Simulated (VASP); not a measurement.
# MgSe (Fm-3m) in VASP: a series of runs, part 2 of 2

VASP 6.6.1.

### 4 Single point, PBEsol

This run uses another cell than the first one, of 20.24 Å³/atom.

INCAR reads:

```
ALGO = Normal ; EDIFF = 1E-6
ENCUT = 600 ; GGA = PS
GGA_COMPAT = False ; ISIF = 2
ISMEAR = -1 ; LASPH = True
LCHARG = False ; LREAL = False
LWAVE = False ; NBANDS = 11
NELM = 120 ; PREC = Accurate
SIGMA = 0.02
```

KPOINTS reads:

```
k-points
0
Gamma
  8 8 8
```

POSCAR reads:

```
MgSe
1.0
    0.0000000000      2.7252966157      2.7252966157
    2.7252966157      0.0000000000      2.7252966157
    2.7252966157      2.7252966157      0.0000000000
Mg Se
1 1
Direct
    0.0000000000      0.0000000000      0.0000000000
    0.5000000000      0.5000000000      0.5000000000
```

Potentials or basis: VASP PAW PBE potentials, release 64 (Mg, Se).

Launch:

```
cat potpaw_PBE.64/Mg/POTCAR potpaw_PBE.64/Se/POTCAR > POTCAR
mpirun -np 1 vasp_std > vasp.out
```

OUTCAR:

```text
EDIFF = 1E-6
   ENCUT = 600
   GGA = PS
   ISIF = 2
   ISMEAR = -1
   LASPH = True
   LREAL = False
   NELM = 120
   PREC = Accurate

 ion  position               nearest neighbor table
   1  0.000  0.000  0.000-   2 2.73   2 2.73   2 2.73   2 2.73   2 2.73   2 2.73
   2  0.500  0.500  0.500-   1 2.73   1 2.73   1 2.73   1 2.73   1 2.73   1 2.73

  LATTYP: Found a face centered cubic cell.
 ALAT       =     5.4505932314

  Lattice vectors:

 A1 = (   0.0000000000,   2.7252966157,   2.7252966157)
 A2 = (   2.7252966157,   0.0000000000,   2.7252966157)
 A3 = (   2.7252966157,   2.7252966157,   0.0000000000)

Analysis of symmetry for initial positions (statically):
=====================================================================
 Subroutine PRICEL returns:
 Original cell was already a primitive cell.

 Routine SETGRP: Setting up the symmetry group for a
 face centered cubic supercell.

 Subroutine GETGRP returns: Found 48 space group operations
 (whereof 48 operations were pure point group operations)
 out of a pool of 48 trial point group operations.

[... 171 lines left out ...]
      2       3.1456      2.00000
      3       3.1456      2.00000
      4       3.1456      2.00000
      5       5.6473      0.00000
      6      10.4778      0.00000
      7      10.4778      0.00000
      8      10.4778      0.00000
      9      13.0868      0.00000
     10      13.0868      0.00000
     11      13.9384      0.00000
[... 309 lines left out ...]
 k-point    24 :      -0.3750    0.2500    0.1250
  band No.  band energies     occupation
      1      -8.5263      2.00000
      2      -1.3302      2.00000
      3       0.8831      2.00000
      4       1.9134      2.00000
      5       7.8475      0.00000
      6       8.4736      0.00000
      7      10.8519      0.00000
      8      12.1456      0.00000
      9      14.1276      0.00000
     10      14.8435      0.00000
     11      17.1504      0.00000

 [... further k-points ...]

------------------------ aborting loop because EDIFF is reached ----------------------------------------

  FORCE on cell =-STRESS in cart. coord.  units (eV):
  Direction    XX          YY          ZZ          XY          YZ          ZX
  --------------------------------------------------------------------------------------
  -------------------------------------------------------------------------------------
  Total       -0.0215906     -0.0215906     -0.0215906      0.0000000      0.0000000      0.0000000
  in kB       -0.8544852     -0.8544852     -0.8544852      0.0000000      0.0000000      0.0000000
  external PRESSURE =      -0.8544852 kB  Pullay stress =       0.0000000 kB

 VOLUME and BASIS-vectors are now :
 -----------------------------------------------------------------------------
  energy-cutoff  :      600.00
  volume of cell :       40.48
      direct lattice vectors                 reciprocal lattice vectors
     0.000000000  2.725296616  2.725296616    -0.183466268  0.183466268  0.183466268
     2.725296616  0.000000000  2.725296616     0.183466268 -0.183466268  0.183466268
     2.725296616  2.725296616  0.000000000     0.183466268  0.183466268 -0.183466268

 POSITION                                       TOTAL-FORCE (eV/Angst)
 -----------------------------------------------------------------------------------
      0.00000      0.00000      0.00000         0.000000     -0.000000      0.000000
      2.72530      2.72530      2.72530        -0.000000      0.000000     -0.000000
 -----------------------------------------------------------------------------------
    total drift:                               -0.000000     -0.000000      0.000000

  FREE ENERGIE OF THE ION-ELECTRON SYSTEM (eV)
  ---------------------------------------------------
  free  energy   TOTEN  =        -8.1061444382 eV

  energy  without entropy=       -8.1061444382  energy(sigma->0) =       -8.10614444
```

OSZICAR:

```text
N       E                     dE             d eps       ncg     rms          rms(c)
DAV:   1     0.247790523421E+02    0.24779E+02   -0.36005E+03   638   0.652E+02
DAV:   2    -0.673760051507E+01   -0.31517E+02   -0.29909E+02   823   0.101E+02
DAV:   3    -0.839856898451E+01   -0.16610E+01   -0.16582E+01   776   0.242E+01
DAV:   4    -0.840664914523E+01   -0.80802E-02   -0.80798E-02   718   0.204E+00
DAV:   5    -0.840670042618E+01   -0.51281E-04   -0.51281E-04   772   0.165E-01    0.292E+00
DAV:   6    -0.815415138587E+01    0.25255E+00   -0.43070E-01   698   0.242E+00    0.182E+00
DAV:   7    -0.810857304671E+01    0.45578E-01   -0.18874E-01   731   0.170E+00    0.878E-01
DAV:   8    -0.810624854172E+01    0.23245E-02   -0.82380E-03   689   0.461E-01    0.231E-01
DAV:   9    -0.810614896451E+01    0.99577E-04   -0.30774E-04   716   0.888E-02    0.110E-01
DAV:  10    -0.810614703053E+01    0.19340E-05   -0.11190E-04   698   0.432E-02    0.284E-02
DAV:  11    -0.810614438973E+01    0.26408E-05   -0.97258E-06   707   0.135E-02    0.481E-03
DAV:  12    -0.810614443821E+01   -0.48480E-07   -0.41037E-07   364   0.363E-03
   1 F= -.81061444E+01 E0= -.81061444E+01  d E =-.857672E-12
```

stdout:

```text
POSCAR found type information on POSCAR MgSe
 POSCAR found :  2 types and       2 ions
 scaLAPACK will be used
 -----------------------------------------------------------------------------
|                                                                             |
|                                                                             |
|     You enforced a specific xc type in the INCAR file but a different       |
|     I HOPE YOU KNOW WHAT YOU ARE DOING!                                     |
|                                                                             |
 -----------------------------------------------------------------------------

 LDA part: xc-table for (Slater+PW92), standard interpolation
 POSCAR, INCAR and KPOINTS ok, starting setup
 FFT: planning ... GRIDC
 FFT: planning ... GRID_SOFT
 FFT: planning ... GRID
 WAVECAR not read
 entering main loop
```

Run time: 51 s. Hardware: 1 thread of Intel Xeon 8259CL, shared host; peak memory 0.17 GiB.

Results:

```yaml
Free_energy: -8.1061 eV
Pressure: -0.1 GPa
Band_gap_on_the_k_mesh: 1.76 eV (least direct gap 2.50 eV)
```

Caveat: the PAW data sets were made with another functional, which shifts forces and pressure a little.

### 5 Summary

```tsv
level	potentials or basis	cell	smearing	gap on the mesh (eV)	pressure (GPa)
LDA	VASP PAW LDA potentials, release 64 (Mg, Se)	a = 3.812 Å, angles 60.0°, 2 atoms	fermi-dirac 0.02 eV	1.70	-0.3
LDA	VASP PAW LDA potentials, release 64 (Mg, Se)	a = 3.870 Å, angles 60.0°, 2 atoms	gaussian 0.01 eV	1.63	-3.1
PBEsol	VASP PAW PBE potentials, release 64 (Mg, Se)	a = 3.854 Å, angles 60.0°, 2 atoms	fermi-dirac 0.02 eV	1.76	-0.1
```

Alike in all rows: task single point; no spin polarisation; k mesh 8 × 8 × 8; cutoff (eV) 600.

Caveats: the cell stands under tension (at least some runs); the PAW data sets were made with another functional, which shifts forces and pressure a little (at least some runs).

Total energies depend on the potentials used, so only differences within one code and one set of settings carry meaning.
